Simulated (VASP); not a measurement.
# C in VASP: further runs

Runs on C. Level: PBE. Tasks: single point.

All numbers are computed with VASP 6.6.1; they aren't measurements. Logs are shortened: lines on timing, memory, paths and dates and some standing lists are left out, and cuts for length are marked.

## Step 1: The cell of the first run

The cell holds a slab with vacuum, 6 atoms: a = 2.526 Å, b = 2.526 Å, c = 20.465 Å, α = 90.00°, β = 90.00°, γ = 90.00°.

## Step 2: Single point, PBE

The input, INCAR:

```
PREC = Accurate
ENCUT = 520
EDIFF = 1E-6
ISMEAR = -1
SIGMA = 0.02
LREAL = False
LASPH = True
NELM = 100
ALGO = Normal
ISIF = 2
LWAVE = False
LCHARG = False
LDIPOL = True
IDIPOL = 3
DIPOL = 0.5 0.5 0.500
GGA = PE
NBANDS = 21
```

The input, KPOINTS:

```
Automatic mesh
0
Gamma
  12 12 1
```

The input, POSCAR:

```
C
1.0
    2.5255274272      0.0000000000      0.0000000000
    0.0000000000      2.5255274272      0.0000000000
    0.0000000000      0.0000000000     20.4645000000
C
6
Direct
    0.7500000000      0.0000000000      0.3909197898
    0.2500000000      0.0000000000      0.4345518739
    0.2500000000      0.5000000000      0.4781839580
    0.7500000000      0.5000000000      0.5218160420
    0.7500000000      0.0000000000      0.5654481261
    0.2500000000      0.0000000000      0.6090802102
```

Potentials or basis: VASP PAW PBE potentials, release 64 (C).

Started as:

```
cat potpaw_PBE.64/C/POTCAR > POTCAR
mpirun -np 1 vasp_std > vasp.out
```

OUTCAR:

```text
PREC = Accurate
   ENCUT = 520
   EDIFF = 1E-6
   ISMEAR = -1
   LREAL = False
   LASPH = True
   NELM = 100
   ISIF = 2
   GGA = PE

 ion  position               nearest neighbor table
   1  0.750  0.000  0.391-   2 1.55   2 1.55
   2  0.250  0.000  0.435-   1 1.55   1 1.55   3 1.55   3 1.55
   3  0.250  0.500  0.478-   4 1.55   4 1.55   2 1.55   2 1.55
   4  0.750  0.500  0.522-   3 1.55   3 1.55   5 1.55   5 1.55
   5  0.750  0.000  0.565-   6 1.55   6 1.55   4 1.55   4 1.55
   6  0.250  0.000  0.609-   5 1.55   5 1.55

  LATTYP: Found a simple tetragonal cell.
 ALAT       =     2.5255274272
 C/A-ratio  =     8.1030598914

  Lattice vectors:

 A1 = (   2.5255274272,   0.0000000000,   0.0000000000)
 A2 = (   0.0000000000,   2.5255274272,   0.0000000000)
 A3 = (   0.0000000000,   0.0000000000,  20.4645000000)

Analysis of symmetry for initial positions (statically):
=====================================================================
 Subroutine PRICEL returns:
 Original cell was already a primitive cell.

 Routine SETGRP: Setting up the symmetry group for a
 simple tetragonal supercell.

 Subroutine GETGRP returns: Found  8 space group operations
 (whereof  4 operations were pure point group operations)
 out of a pool of 16 trial point group operations.

The static configuration has the point symmetry C_2h.
 The point group associated with its full space group is D_2h.

Analysis of symmetry for dynamics (positions and initial velocities):
=====================================================================
 Subroutine PRICEL returns:
 Original cell was already a primitive cell.

 Routine SETGRP: Setting up the symmetry group for a
 simple tetragonal supercell.

 Subroutine GETGRP returns: Found  8 space group operations
 (whereof  4 operations were pure point group operations)
 out of a pool of 16 trial point group operations.

The dynamic configuration has the point symmetry C_2h.
 The point group associated with its full space group is D_2h.

 Subroutine INISYM returns: Found  8 space group operations
 (whereof  4 operations are pure point group operations),
 and found     1 'primitive' translations

----------------------------------------------------------------------------------------

                                     Primitive cell

  volume of cell :     130.5285

  direct lattice vectors                    reciprocal lattice vectors
     2.525527427  0.000000000  0.000000000     0.395956896  0.000000000  0.000000000
     0.000000000  2.525527427  0.000000000     0.000000000  0.395956896  0.000000000
     0.000000000  0.000000000 20.464500000     0.000000000  0.000000000  0.048865108

  length of vectors
     2.525527427  2.525527427 20.464500000     0.395956896  0.395956896  0.048865108

  position of ions in fractional coordinates (direct lattice)
     0.750000000  0.000000000  0.390919790
     0.250000000  0.000000000  0.434551874
     0.250000000  0.500000000  0.478183958
     0.750000000  0.500000000  0.521816042
     0.750000000  0.000000000  0.565448126
     0.250000000  0.000000000  0.609080210

  ion indices of the primitive-cell ions
   primitive index   ion index
                 1           1
                 2           2
                 3           3
                 4           4
                 5           5
                 6           6

----------------------------------------------------------------------------------------

 KPOINTS: Automatic mesh

Automatic generation of k-mesh.
 Grid dimensions read from file:
 generate k-points for:   12   12    1

 Generating k-lattice:

  Cartesian coordinates                     Fractional coordinates (reciprocal lattice)
     0.032996408  0.000000000  0.000000000     0.083333333  0.000000000  0.000000000
     0.000000000  0.032996408  0.000000000     0.000000000  0.083333333  0.000000000
     0.000000000  0.000000000  0.048865108     0.000000000  0.000000000  1.000000000

  Length of vectors
     0.032996408  0.032996408  0.048865108

  Shift w.r.t. Gamma in fractional coordinates (k-lattice)
     0.000000000  0.000000000  0.000000000

 Subroutine IBZKPT returns following result:
 ===========================================

 Found     49 irreducible k-points:

 Following reciprocal coordinates:
            Coordinates               Weight
  0.000000  0.000000  0.000000      1.000000
  0.083333  0.000000  0.000000      2.000000
  0.000000  0.083333  0.000000      2.000000
  0.166667  0.000000  0.000000      2.000000
  0.000000  0.166667  0.000000      2.000000
  0.250000  0.000000  0.000000      2.000000
[... 16 lines left out ...]
  0.500000  0.083333  0.000000      2.000000
 -0.083333  0.500000  0.000000      2.000000
 [... further k-points ...]
   k-points           NKPTS =     49   k-points in BZ     NKDIM =     49   number of bands    NBANDS=     21
   number of dos      NEDOS =    301   number of ions     NIONS =      6
   total plane-waves  NPLWV =  64000
   dimension x,y,z NGX =    20 NGY =   20 NGZ =  160
   dimension x,y,z NGXF=    40 NGYF=   40 NGZF=  320
   ions per type =               6
   NGX,Y,Z   is equivalent  to a cutoff of  13.17, 13.17, 13.00 a.u.
   NGXF,Y,Z  is equivalent  to a cutoff of  26.33, 26.33, 26.00 a.u.
 SYSTEM =  unknown system
   PREC   = accura    normal or accurate (medium, high low for compatibility)
   ISTART =      0    job   : 0-new  1-cont  2-samecut
   ICHARG =      2    charge: 1-file 2-atom 10-const
   ISPIN  =      1    spin polarized calculation?
   LNONCOLLINEAR =      F non collinear calculations
   LSORBIT =      F    spin-orbit coupling
   LASPH  =      T    aspherical Exc in radial PAW
   ENCUT  =  520.0 eV  38.22 Ry    6.18 a.u.   4.70  4.70 38.05*2*pi/ulx,y,z
   NELM   =    100;   NELMIN=  2; NELMDL= -5     # of ELM steps
   EDIFF  = 0.1E-05   stopping-criterion for ELM
   LREAL  =      F    real-space projection
   EDIFFG = 0.1E-04   stopping-criterion for IOM
   NSW    =      0    number of steps for IOM
   IBRION =     -1    ionic relax: 0-MD 1-quasi-New 2-CG
   NFREE  =      0    steps in history (QN), initial steepest desc. (CG)
   ISIF   =      2    stress and relaxation
   ISYM   =      2    0-nonsym 1-usesym 2-fastsym
   POTIM  = 0.5000    time-step for ionic-motion
   TEBEG  =    0.0;   TEEND  =   0.0 temperature during run
   PSTRESS=    0.0 pullay stress
   NELECT =      24.0000    total number of electrons
   NUPDOWN=      -1.0000    fix difference up-down
   EMIN   =  10.00;   EMAX   =-10.00  energy-range for DOS
   EFERMI =   0.00;   METHOD = LEGACY
   ISMEAR =    -1;   SIGMA  =   0.02  broadening in eV -4-tet -1-fermi 0-gaus
   EFERMI_NEDOS =   21; number of points for ismear=-14 and -15
   IALGO  =     38    algorithm
   IMIX   =      4    mixing-type and parameters
     AMIX     =   0.40;   BMIX     =  1.00
     AMIX_MAG =   1.60;   BMIX_MAG =  1.00
  volume/ion in A,a.u.               =      21.75       146.81
  Fermi-wavevector in a.u.,A,eV,Ry     =   0.930915  1.759175 11.790852  0.866603
  Thomas-Fermi vector in A             =   2.057354
   LORBIT       =      0    0 simple, 1 ext, 2 COOP (PROOUT), +10 PAW based schemes
   GGA     = PE    functional components
   LHFCALC =     F    Hartree Fock is set to
   AEXX    =    0.0000 exact exchange contribution
   IVDW    =     0    specifies the selected vdW correction
   LEPSILON=     F    determine dielectric tensor
   LRPA    =     F    only Hartree local field effects (RPA)
 non-spin polarized calculation
  energy-cutoff  :      520.00
  volume of cell :      130.53
 maximum number of plane-waves:      3577
   NGX =  9   NGY =  9   NGZ = 77

 dipolmoment           0.000000      0.000000     -0.000000 electrons x Angstroem

 number of electron      24.0000000 magnetization

 dipolmoment           0.000000      0.000000      0.000000 electrons x Angstroem

 Free energy of the ion-electron system (eV)
  ---------------------------------------------------
  ext. energy  EPLUGINS =         0.00000000
  ---------------------------------------------------
  free energy    TOTEN  =       -47.64263393 eV

  energy without entropy =      -47.63994051  energy(sigma->0) =      -47.64128722

 E-fermi :  -3.0042     XC(G=0):  -4.5589

 val. band max:       -3.0122190056   @ k =   0.1667   0.0000   0.0000
 cond. band min:      -2.9865481332   @ k =   0.0000   0.0833   0.0000
 fundamental gap:      0.0256708724
 Fermi energy:        -3.0042017807

 k-point     1 :       0.0000    0.0000    0.0000
  band No.  band energies     occupation
      1     -23.4473      2.00000
      2     -20.7225      2.00000
      3     -16.8958      2.00000
      4     -12.3700      2.00000
      5      -8.4201      2.00000
      6      -8.3560      2.00000
[... 13 lines left out ...]
     20       4.6335      0.00000
     21       5.1264      0.00000

 k-point     2 :       0.0833    0.0000    0.0000
  band No.  band energies     occupation
      1     -23.3211      2.00000
      2     -20.6025      2.00000
      3     -16.7765      2.00000
      4     -12.3711      2.00000
      5      -9.0179      2.00000
      6      -8.2594      2.00000
[... 13 lines left out ...]
     20       4.6342      0.00000
     21       5.3602      0.00000

 k-point     3 :       0.0000    0.0833    0.0000
  band No.  band energies     occupation
      1     -23.3213      2.00000
      2     -20.6043      2.00000
      3     -16.8171      2.00000
      4     -12.3060      2.00000
      5      -9.1824      2.00000
      6      -8.3232      2.00000
[... 13 lines left out ...]
     20       4.7046      0.00000
     21       5.2784      0.00000
[... 457 lines left out ...]
 k-point    23 :       0.5000    0.0833    0.0000
  band No.  band energies     occupation
      1     -19.0931      2.00000
      2     -19.0931      2.00000
      3     -15.6568      2.00000
      4     -15.6568      2.00000
      5     -12.6138      2.00000
      6     -12.6138      2.00000
[... 13 lines left out ...]
     20       6.5155      0.00000
     21       8.3254      0.00000

 k-point    24 :      -0.0833    0.5000    0.0000
  band No.  band energies     occupation
      1     -19.2150      2.00000
      2     -18.7740      2.00000
      3     -17.5390      2.00000
      4     -14.5344      2.00000
      5     -12.9325      2.00000
      6      -9.8950      2.00000
[... 13 lines left out ...]
     20       7.2551      0.00000
     21       8.6116      0.00000

 [... further k-points ...]

------------------------ aborting loop because EDIFF is reached ----------------------------------------

 vacuum level on the upper side and lower side of the slab       (xc-potential included)        -0.137        -0.137

  FORCE on cell =-STRESS in cart. coord.  units (eV):
  Direction    XX          YY          ZZ          XY          YZ          ZX
  --------------------------------------------------------------------------------------
  -------------------------------------------------------------------------------------
  Total       -1.5314994     -7.1156352     -4.0258912      0.0000000      0.0000000      0.0000000
  in kB      -18.7984528    -87.3411572    -49.4159668      0.0000000      0.0000000      0.0000000
  external PRESSURE =     -51.8518589 kB  Pullay stress =       0.0000000 kB

 VOLUME and BASIS-vectors are now :
 -----------------------------------------------------------------------------
  energy-cutoff  :      520.00
  volume of cell :      130.53
      direct lattice vectors                 reciprocal lattice vectors
     2.525527427  0.000000000  0.000000000     0.395956896  0.000000000  0.000000000
     0.000000000  2.525527427  0.000000000     0.000000000  0.395956896  0.000000000
     0.000000000  0.000000000 20.464500000     0.000000000  0.000000000  0.048865108

 POSITION                                       TOTAL-FORCE (eV/Angst)
 -----------------------------------------------------------------------------------
      1.89415      0.00000      7.99998        -0.000000     -0.000000      2.253246
      0.63138      0.00000      8.89289        -0.000000      0.000000     -2.417764
      0.63138      1.26276      9.78580        -0.000000      0.000000      0.448785
      1.89415      1.26276     10.67870        -0.000000      0.000000     -0.448785
      1.89415      0.00000     11.57161         0.000000     -0.000000      2.417764
      0.63138      0.00000     12.46452         0.000000      0.000000     -2.253246
 -----------------------------------------------------------------------------------
    total drift:                                0.000000     -0.000000     -0.000000

  FREE ENERGIE OF THE ION-ELECTRON SYSTEM (eV)
  ---------------------------------------------------
  free  energy   TOTEN  =       -47.6426339268 eV

  energy  without entropy=      -47.6399405067  energy(sigma->0) =      -47.64128722

 vacuum level on the upper side and lower side of the slab         4.361         4.361
```

It took 2.2 min on 1 thread of AMD EPYC 9R45 (Zen 5), shared host; peak memory 0.24 GiB.

What came out:

```yaml
Free_energy: -47.6426 eV
Largest_force: 2.418 eV/Å
Band_gap_on_the_k_mesh: zero (band 12 reaches -2.67 eV, above the bottom of band 13 at -3.33 eV)
```

Forces in eV/Å, atoms in the order of the input:
```
C    0.000  0.000  2.253
C    0.000  0.000 -2.418
C    0.000  0.000  0.449
C    0.000  0.000 -0.449
C    0.000  0.000  2.418
C    0.000  0.000 -2.253
```

## Step 3: Single point, PBE

The input, INCAR:

```
SYSTEM = C
  PREC = Accurate
  ENCUT = 520
  EDIFF = 1E-7
  ISMEAR = -1
  SIGMA = 0.02
  LREAL = .False.
  LASPH = .True.
  NELM = 100
  ALGO = Normal
  ISIF = 2
  LWAVE = .False.
  LCHARG = .True.
  LDIPOL = .True.
  IDIPOL = 3
  DIPOL = 0.5 0.5 0.500
  GGA = PE
  LELF = .True.
  LVHAR = .True.
  LVACPOTAV = .True.
  NBANDS = 21
```

The input, KPOINTS:

```
regular mesh
0
Gamma
  12 12 1
  0 0 0
```

The input, POSCAR:

```
C
1.0
    2.5255274272      0.0000000000      0.0000000000
    0.0000000000      2.5255274272      0.0000000000
    0.0000000000      0.0000000000     20.4645000000
C
6
Direct
    0.7500000000      0.0000000000      0.3948521960
    0.2500000000      0.0000000000      0.4327926308
    0.2500000000      0.5000000000      0.4789464847
    0.7500000000      0.5000000000      0.5210535160
    0.7500000000      0.0000000000      0.5672073679
    0.2500000000      0.0000000000      0.6051478046
```

Potentials or basis: VASP PAW PBE potentials, release 64 (C).

Started as:

```
cat potpaw_PBE.64/C/POTCAR > POTCAR
mpirun -np 1 vasp_std > vasp.out
```

Run time: 2.5 min. Hardware: 1 thread of AMD EPYC 9R45 (Zen 5), shared host; peak memory 0.24 GiB.

It converged, with:

```yaml
Free_energy: -47.9163 eV
Largest_force: 0.045 eV/Å
Band_gap_on_the_k_mesh: zero (band 12 reaches -2.32 eV, above the bottom of band 13 at -3.10 eV)
```

Forces on the atoms (eV/Å):
```
C    0.000  0.000 -0.045
C    0.000  0.000  0.018
C    0.000  0.000 -0.008
C    0.000  0.000  0.008
C    0.000  0.000 -0.018
C    0.000  0.000  0.045
```

Levels at points of the mesh, in eV from the Fermi level:
```
           k point  band 10  band 11  band 12  band 13  band 14  band 15
(0.00, 0.00, 0.00)    -2.08    -0.77     0.40     2.32     4.46     4.67
(0.50, 0.00, 0.00)    -2.78    -1.28    -1.28     3.89     3.89     8.15
(0.00, 0.50, 0.00)    -3.59    -1.47    -0.04     0.31     1.03     7.73
(0.50, 0.50, 0.00)    -6.96    -1.84    -1.84    -0.23    -0.23     7.18
```

## Step 4: Single point, PBE

The input, INCAR:

```
SYSTEM = C
ALGO = Normal
EDIFF = 1E-7
ENCUT = 520
GGA = PE
ISIF = 2
ISMEAR = -1
LASPH = .TRUE.
LCHARG = .FALSE.
LREAL = .FALSE.
LWAVE = .FALSE.
NBANDS = 21
NELM = 100
PREC = Accurate
SIGMA = 0.02
```

The input, KPOINTS:

```
k-points
0
G
  12 12 1
  0 0 0
```

POSCAR is that of step 3.

Started as:

```
cat potpaw_PBE.64/C/POTCAR > POTCAR
mpirun -np 1 vasp_std > vasp.out
```

It took 2.3 min on 1 thread of AMD EPYC 9R45 (Zen 5), shared host; peak memory 0.24 GiB.

It converged, with:

```yaml
Free_energy: -47.9163 eV
Largest_force: 0.045 eV/Å
Band_gap_on_the_k_mesh: zero (band 12 reaches -2.32 eV, above the bottom of band 13 at -3.10 eV)
```

Forces in eV/Å, atoms in the order of the input:
```
C    0.000  0.000 -0.045
C    0.000  0.000  0.018
C    0.000  0.000 -0.008
C    0.000  0.000  0.008
C    0.000  0.000 -0.018
C    0.000  0.000  0.045
```

Levels at points of the mesh, in eV from the Fermi level:
| k point | band 9 | band 10 | band 11 | band 12 | band 13 | band 14 | band 15 | band 16 |
| --- | --- | --- | --- | --- | --- | --- | --- | --- |
| (0.00, 0.00, 0.00) | -3.06 | -2.08 | -0.77 | 0.40 | 2.32 | 4.46 | 4.67 | 4.87 |
| (0.50, 0.00, 0.00) | -2.78 | -2.78 | -1.28 | -1.28 | 3.89 | 3.89 | 8.15 | 8.15 |
| (0.00, 0.50, 0.00) | -3.62 | -3.59 | -1.47 | -0.04 | 0.31 | 1.03 | 7.73 | 8.74 |
| (0.50, 0.50, 0.00) | -6.96 | -6.96 | -1.84 | -1.84 | -0.23 | -0.23 | 7.18 | 7.18 |
